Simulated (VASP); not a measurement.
# Rh in VASP: a series of runs

Rh is run at these levels: PBE; tasks: single point, relaxation of cell and atoms.

All numbers are computed with VASP 6.6.1; they aren't measurements. Logs are shortened: lines on timing, memory, paths and dates and some standing lists are left out, and cuts for length are marked.

### Step 1. The cell of the first run

The structure is tetragonal, space group P4/mmm (No. 123). The conventional cell has a = 3.640 Å, b = 3.640 Å, c = 6.217 Å, α = 90.00°, β = 90.00°, γ = 90.00°. Within 3.2 Å of Rh (site symmetry 2mm) lie 7 Rh at 2.45 to 2.62 Å. Rh (site symmetry 4/mmm) has 12 Rh at 2.62 to 3.64 Å within 3.7 Å.

### Step 2. Single point, PBE

INCAR reads:

```
SYSTEM = Rh
ALGO = Fast ; EDIFF = 1E-6
ENCUT = 520 ; GGA = PE
ISIF = 2 ; ISMEAR = 0
LASPH = .True. ; LCHARG = .False.
LREAL = .False. ; LWAVE = .False.
NBANDS = 46 ; NELM = 60
PREC = Accurate ; SIGMA = 0.1
```

KPOINTS reads:

```
k-points
0
Gamma
  6 6 4
  0 0 0
```

POSCAR reads:

```
Rh
1.0
    3.6397354821      0.0000000000      0.0000000000
    0.0000000000      3.6397354821      0.0000000000
    0.0000000000      0.0000000000      6.2169427313
Rh
5
Direct
    0.5000000000      0.0000000000      0.3028346006
    0.0000000000      0.5000000000      0.6971653994
    0.0000000000      0.5000000000      0.3028346006
    0.5000000000      0.0000000000      0.6971653994
    0.0000000000      0.0000000000      0.0000000000
```

Potentials or basis: VASP PAW PBE potentials, release 64 (Rh_pv).

The run is started by

```
$ cat potpaw_PBE.64/Rh_pv/POTCAR > POTCAR
$ mpirun -np 1 vasp_std > vasp.out
```

OUTCAR:

```text
SYSTEM = Rh
   EDIFF = 1E-6
   ENCUT = 520
   GGA = PE
   ISIF = 2
   ISMEAR = 0
   LASPH = .True.
   LREAL = .False.
   NELM = 60
   PREC = Accurate

 ion  position               nearest neighbor table
   1  0.500  0.000  0.303-   4 2.45   3 2.57   3 2.57   3 2.57   3 2.57   5 2.62   5 2.62
   2  0.000  0.500  0.697-   3 2.45   4 2.57   4 2.57   4 2.57   4 2.57   5 2.62   5 2.62
   3  0.000  0.500  0.303-   2 2.45   1 2.57   1 2.57   1 2.57   1 2.57   5 2.62   5 2.62
   4  0.500  0.000  0.697-   1 2.45   2 2.57   2 2.57   2 2.57   2 2.57   5 2.62   5 2.62
   5  0.000  0.000  0.000-   1 2.62   2 2.62   3 2.62   4 2.62   2 2.62   3 2.62   1 2.62   4 2.62

  LATTYP: Found a simple tetragonal cell.
 ALAT       =     3.6397354821
 C/A-ratio  =     1.7080754252

  Lattice vectors:

 A1 = (   3.6397354821,   0.0000000000,   0.0000000000)
 A2 = (   0.0000000000,   3.6397354821,   0.0000000000)
 A3 = (   0.0000000000,   0.0000000000,   6.2169427313)

Analysis of symmetry for initial positions (statically):
=====================================================================
 Subroutine PRICEL returns:
 Original cell was already a primitive cell.

 Routine SETGRP: Setting up the symmetry group for a
 simple tetragonal supercell.

 Subroutine GETGRP returns: Found 16 space group operations
 (whereof 16 operations were pure point group operations)
 out of a pool of 16 trial point group operations.

The static configuration has the point symmetry D_4h.

Analysis of symmetry for dynamics (positions and initial velocities):
=====================================================================
 Subroutine PRICEL returns:
 Original cell was already a primitive cell.

 Routine SETGRP: Setting up the symmetry group for a
 simple tetragonal supercell.

 Subroutine GETGRP returns: Found 16 space group operations
 (whereof 16 operations were pure point group operations)
 out of a pool of 16 trial point group operations.

The dynamic configuration has the point symmetry D_4h.

 Subroutine INISYM returns: Found 16 space group operations
 (whereof 16 operations are pure point group operations),
 and found     1 'primitive' translations

----------------------------------------------------------------------------------------

                                     Primitive cell

  volume of cell :      82.3600

  direct lattice vectors                    reciprocal lattice vectors
     3.639735482  0.000000000  0.000000000     0.274745240  0.000000000  0.000000000
     0.000000000  3.639735482  0.000000000     0.000000000  0.274745240  0.000000000
     0.000000000  0.000000000  6.216942731     0.000000000  0.000000000  0.160850766

  length of vectors
     3.639735482  3.639735482  6.216942731     0.274745240  0.274745240  0.160850766

  position of ions in fractional coordinates (direct lattice)
     0.500000000  0.000000000  0.302834601
     0.000000000  0.500000000  0.697165399
     0.000000000  0.500000000  0.302834601
     0.500000000  0.000000000  0.697165399
     0.000000000  0.000000000  0.000000000

  ion indices of the primitive-cell ions
   primitive index   ion index
                 1           1
                 2           2
                 3           3
                 4           4
                 5           5

----------------------------------------------------------------------------------------

 KPOINTS: k-points

Automatic generation of k-mesh.
 Grid dimensions read from file:
 generate k-points for:    6    6    4

 Generating k-lattice:

  Cartesian coordinates                     Fractional coordinates (reciprocal lattice)
     0.045790873  0.000000000  0.000000000     0.166666667  0.000000000  0.000000000
     0.000000000  0.045790873  0.000000000     0.000000000  0.166666667  0.000000000
     0.000000000  0.000000000  0.040212691     0.000000000  0.000000000  0.250000000

  Length of vectors
     0.045790873  0.045790873  0.040212691

  Shift w.r.t. Gamma in fractional coordinates (k-lattice)
     0.000000000  0.000000000  0.000000000

 Subroutine IBZKPT returns following result:
 ===========================================

 Found     30 irreducible k-points:

 Following reciprocal coordinates:
            Coordinates               Weight
  0.000000  0.000000  0.000000      1.000000
  0.166667  0.000000  0.000000      4.000000
  0.333333  0.000000  0.000000      4.000000
  0.500000  0.000000  0.000000      2.000000
  0.166667  0.166667  0.000000      4.000000
  0.333333  0.166667  0.000000      8.000000
[... 16 lines left out ...]
  0.333333  0.000000  0.500000      4.000000
  0.500000  0.000000  0.500000      2.000000
 [... further k-points ...]
   k-points           NKPTS =     30   k-points in BZ     NKDIM =     30   number of bands    NBANDS=     46
   number of dos      NEDOS =    301   number of ions     NIONS =      5
   total plane-waves  NPLWV =  37632
   dimension x,y,z NGX =    28 NGY =   28 NGZ =   48
   dimension x,y,z NGXF=    56 NGYF=   56 NGZF=   96
   ions per type =               5
   NGX,Y,Z   is equivalent  to a cutoff of  12.79, 12.79, 12.84 a.u.
   NGXF,Y,Z  is equivalent  to a cutoff of  25.58, 25.58, 25.67 a.u.
 SYSTEM =  Rh
   PREC   = accura    normal or accurate (medium, high low for compatibility)
   ISTART =      0    job   : 0-new  1-cont  2-samecut
   ICHARG =      2    charge: 1-file 2-atom 10-const
   ISPIN  =      1    spin polarized calculation?
   LNONCOLLINEAR =      F non collinear calculations
   LSORBIT =      F    spin-orbit coupling
   LASPH  =      T    aspherical Exc in radial PAW
   ENCUT  =  520.0 eV  38.22 Ry    6.18 a.u.   6.77  6.77 11.56*2*pi/ulx,y,z
   NELM   =     60;   NELMIN=  2; NELMDL= -5     # of ELM steps
   EDIFF  = 0.1E-05   stopping-criterion for ELM
   LREAL  =      F    real-space projection
[... 7 lines left out ...]
   TEBEG  =    0.0;   TEEND  =   0.0 temperature during run
   PSTRESS=    0.0 pullay stress
   NELECT =      75.0000    total number of electrons
   NUPDOWN=      -1.0000    fix difference up-down
   EMIN   =  10.00;   EMAX   =-10.00  energy-range for DOS
   EFERMI =   0.00;   METHOD = LEGACY
   ISMEAR =     0;   SIGMA  =   0.10  broadening in eV -4-tet -1-fermi 0-gaus
   EFERMI_NEDOS =   21; number of points for ismear=-14 and -15
   IALGO  =     68    algorithm
   IMIX   =      4    mixing-type and parameters
     AMIX     =   0.40;   BMIX     =  1.00
     AMIX_MAG =   1.60;   BMIX_MAG =  1.00
  volume/ion in A,a.u.               =      16.47       111.16
  Fermi-wavevector in a.u.,A,eV,Ry     =   1.586803  2.998623 34.258716  2.517945
  Thomas-Fermi vector in A             =   2.686058
   LORBIT       =      0    0 simple, 1 ext, 2 COOP (PROOUT), +10 PAW based schemes
   GGA     = PE    functional components
   LHFCALC =     F    Hartree Fock is set to
   AEXX    =    0.0000 exact exchange contribution
   IVDW    =     0    specifies the selected vdW correction
   LEPSILON=     F    determine dielectric tensor
   LRPA    =     F    only Hartree local field effects (RPA)
 non-spin polarized calculation
 RMM-DIIS sequential band-by-band and
 Gauss-broadening in eV      SIGMA  =   0.10
  energy-cutoff  :      520.00
  volume of cell :       82.36
 maximum number of plane-waves:      2240
 NGX is ok and might be reduce to    28
   NGX = 13   NGY = 13   NGZ = 23

 number of electron      75.0000033 magnetization

 Free energy of the ion-electron system (eV)
  ---------------------------------------------------
  ext. energy  EPLUGINS =         0.00000000
  ---------------------------------------------------
  free energy    TOTEN  =       -33.25234720 eV

  energy without entropy =      -33.20790019  energy(sigma->0) =      -33.23012370

 E-fermi :   8.9454     XC(G=0): -12.6926

 val. band max:        8.9440689249   @ k =   0.3333   0.1667   0.0000
 cond. band min:       8.9469950886   @ k =   0.1667   0.1667   0.0000
 fundamental gap:      0.0029261637
 Fermi energy:         8.9453605301

 k-point     1 :       0.0000    0.0000    0.0000
  band No.  band energies     occupation
      1     -37.7873      2.00000
      2     -37.7321      2.00000
      3     -37.7321      2.00000
      4     -37.6522      2.00000
      5     -37.6488      2.00000
      6     -37.6488      2.00000
[... 38 lines left out ...]
     45      14.3639      0.00000
     46      19.8366      0.00000

 k-point     2 :       0.1667    0.0000    0.0000
  band No.  band energies     occupation
      1     -37.7859      2.00000
      2     -37.6990      2.00000
      3     -37.6983      2.00000
      4     -37.6642      2.00000
      5     -37.6572      2.00000
      6     -37.6156      2.00000
[... 38 lines left out ...]
     45      15.5947      0.00000
     46      17.8938      0.00000

 k-point     3 :       0.3333    0.0000    0.0000
  band No.  band energies     occupation
      1     -37.7772      2.00000
      2     -37.7008      2.00000
      3     -37.6512      2.00000
      4     -37.6113      2.00000
      5     -37.5971      2.00000
      6     -37.5263      2.00000
[... 38 lines left out ...]
     45      15.3837      0.00000
     46      15.7682      0.00000

 k-point     4 :       0.5000    0.0000    0.0000
  band No.  band energies     occupation
      1     -37.7687      2.00000
      2     -37.7190      2.00000
      3     -37.6415      2.00000
      4     -37.5344      2.00000
      5     -37.5001      2.00000
      6     -37.4382      2.00000
[... 920 lines left out ...]
     45      15.1289      0.00000
     46      17.7892      0.00000

 k-point    23 :       0.3333    0.0000    0.5000
  band No.  band energies     occupation
      1     -37.8323      2.00000
      2     -37.6874      2.00000
      3     -37.6258      2.00000
      4     -37.5789      2.00000
      5     -37.5624      2.00000
      6     -37.5521      2.00000
[... 38 lines left out ...]
     45      15.4986      0.00000
     46      18.7104      0.00000

 k-point    24 :       0.5000    0.0000    0.5000
  band No.  band energies     occupation
      1     -37.7987      2.00000
      2     -37.7161      2.00000
      3     -37.5910      2.00000
      4     -37.4897      2.00000
      5     -37.4880      2.00000
      6     -37.4496      2.00000
[... 38 lines left out ...]
     45      17.0960      0.00000
     46      18.9324      0.00000

 [... further k-points ...]
[... 5 lines left out ...]
  --------------------------------------------------------------------------------------
  -------------------------------------------------------------------------------------
  Total       -0.0695268     -0.0695268      0.2570898      0.0000000      0.0000000     -0.0000000
  in kB       -1.3525289     -1.3525289      5.0012538      0.0000000      0.0000000     -0.0000000
  external PRESSURE =       0.7653987 kB  Pullay stress =       0.0000000 kB

 VOLUME and BASIS-vectors are now :
 -----------------------------------------------------------------------------
  energy-cutoff  :      520.00
  volume of cell :       82.36
      direct lattice vectors                 reciprocal lattice vectors
     3.639735482  0.000000000  0.000000000     0.274745240  0.000000000  0.000000000
     0.000000000  3.639735482  0.000000000     0.000000000  0.274745240  0.000000000
     0.000000000  0.000000000  6.216942731     0.000000000  0.000000000  0.160850766

 POSITION                                       TOTAL-FORCE (eV/Angst)
 -----------------------------------------------------------------------------------
      1.81987      0.00000      1.88271        -0.000000     -0.000000     -0.024198
      0.00000      1.81987      4.33424        -0.000000      0.000000      0.024198
      0.00000      1.81987      1.88271         0.000000      0.000000     -0.024198
      1.81987      0.00000      4.33424         0.000000     -0.000000      0.024198
      0.00000      0.00000      0.00000        -0.000000     -0.000000      0.000000
 -----------------------------------------------------------------------------------
    total drift:                                0.000000      0.000000      0.000000

  FREE ENERGIE OF THE ION-ELECTRON SYSTEM (eV)
  ---------------------------------------------------
  free  energy   TOTEN  =       -33.2523472045 eV

  energy  without entropy=      -33.2079001892  energy(sigma->0) =      -33.23012370
```

Run time: 74 s. Hardware: 1 thread of Intel Xeon Platinum 8488C (Sapphire Rapids), shared host; peak memory 0.22 GiB.

What came out:

| Quantity | Value |
| --- | --- |
| Free energy | -33.2523 eV |
| Pressure | 0.1 GPa |
| Largest force | 0.024 eV/Å |
| Band gap on the k mesh | zero (an odd number of electrons rules out a gap without spin polarisation) |

Forces in eV/Å, atoms in the order of the input:
```
Rh   0.000  0.000 -0.024
Rh   0.000  0.000  0.024
Rh   0.000  0.000 -0.024
Rh   0.000  0.000  0.024
Rh   0.000  0.000  0.000
```

Levels at points of the mesh, in eV from the Fermi level:
| k point | band 34 | band 35 | band 36 | band 37 | band 38 | band 39 | band 40 | band 41 | band 42 | band 43 |
| --- | --- | --- | --- | --- | --- | --- | --- | --- | --- | --- |
| (0.00, 0.00, 0.00) | -0.35 | -0.31 | 0.59 | 0.65 | 0.80 | 0.91 | 1.15 | 1.15 | 1.97 | 2.07 |
| (0.50, 0.00, 0.00) | -1.01 | -0.87 | -0.77 | -0.75 | -0.74 | -0.53 | -0.46 | -0.38 | 1.26 | 3.07 |
| (0.50, 0.50, 0.00) | -0.80 | -0.80 | 0.14 | 0.36 | 0.45 | 0.88 | 1.65 | 1.65 | 2.05 | 3.59 |
| (0.00, 0.00, 0.50) | -0.22 | -0.22 | 0.01 | 0.01 | 0.52 | 0.65 | 1.80 | 1.97 | 2.07 | 3.16 |
| (0.50, 0.00, 0.50) | -1.37 | -1.13 | -1.06 | -0.47 | -0.31 | -0.16 | 0.07 | 0.39 | 0.75 | 1.41 |
| (0.50, 0.50, 0.50) | -0.80 | -0.76 | -0.41 | -0.41 | -0.33 | 0.40 | 0.74 | 1.20 | 1.52 | 3.34 |

### Step 3. Single point, PBE

INCAR reads:

```
SYSTEM = Rh
ALGO = Normal ; EDIFF = 1E-6
ENCUT = 520 ; GGA = PE
ISIF = 2 ; ISMEAR = 0
LASPH = .TRUE. ; LCHARG = .TRUE.
LELF = .TRUE. ; LREAL = .FALSE.
LVHAR = .TRUE. ; LWAVE = .FALSE.
NBANDS = 46 ; NELM = 100
PREC = Accurate ; SIGMA = 0.1
```

KPOINTS reads:

```
k-points
0
G
  4 4 4
  0 0 0
```

POSCAR reads:

```
Rh
1.0
    2.5776739016     -2.5782864514      0.0000000000
    2.5776739016      2.5782864514      0.0000000000
    0.0000000000      0.0000000000      6.1964862647
Rh
5
Direct
    0.5000000000      0.0000000000      0.3031879683
    0.0000000000      0.5000000000      0.6968120317
    0.0000000000      0.5000000000      0.3031879683
    0.5000000000      0.0000000000      0.6968120317
    0.0000000000      0.0000000000      0.0000000000
```

Potentials or basis: VASP PAW PBE potentials, release 64 (Rh_pv).

The run is started by

```
$ cat potpaw_PBE.64/Rh_pv/POTCAR > POTCAR
$ mpirun -np 1 vasp_std > vasp.out
```

Wall time 53 s (1 thread of Intel Xeon Platinum 8488C (Sapphire Rapids), shared host); peak memory 0.21 GiB.

The run converged. Its results:

```yaml
Free_energy: -33.2281 eV
Pressure: 0.2 GPa
Largest_force: 0.029 eV/Å
Band_gap_on_the_k_mesh: zero (an odd number of electrons rules out a gap without spin polarisation)
```

Forces in eV/Å, atoms in the order of the input:
```
Rh   0.000  0.000 -0.029
Rh   0.000  0.000  0.029
Rh   0.000  0.000 -0.029
Rh   0.000  0.000  0.029
Rh   0.000  0.000  0.000
```

Stress tensor (GPa, compression positive):
```
0.23 0.00 0.00
0.00 0.17 0.00
0.00 0.00 0.30
```

Levels at points of the mesh, in eV from the Fermi level:
```csv
k point,band 35,band 36,band 37,band 38,band 39,band 40,band 41,band 42
"(0.00, 0.00, 0.00)",-0.32,0.54,0.61,0.81,0.90,1.13,1.13,1.89
"(0.50, 0.00, 0.00)",-0.89,-0.80,-0.79,-0.75,-0.56,-0.49,-0.39,1.25
"(0.50, 0.50, 0.00)",-0.82,0.11,0.31,0.41,0.83,1.62,1.62,2.02
"(0.00, 0.00, 0.50)",-0.24,-0.02,-0.02,0.47,0.61,1.78,1.89,1.99
"(0.50, 0.00, 0.50)",-1.15,-1.10,-0.49,-0.35,-0.17,0.06,0.36,0.73
"(0.50, 0.50, 0.50)",-0.82,-0.43,-0.43,-0.34,0.36,0.70,1.18,1.48
```

Caveat: the k points lie up to 0.43 Å⁻¹ apart, too coarse for converged energies and pressures of a metal.

(Continued in part 2 of 2.)

The gap in the log of VASP goes by the Fermi energy; the results here count the filled bands.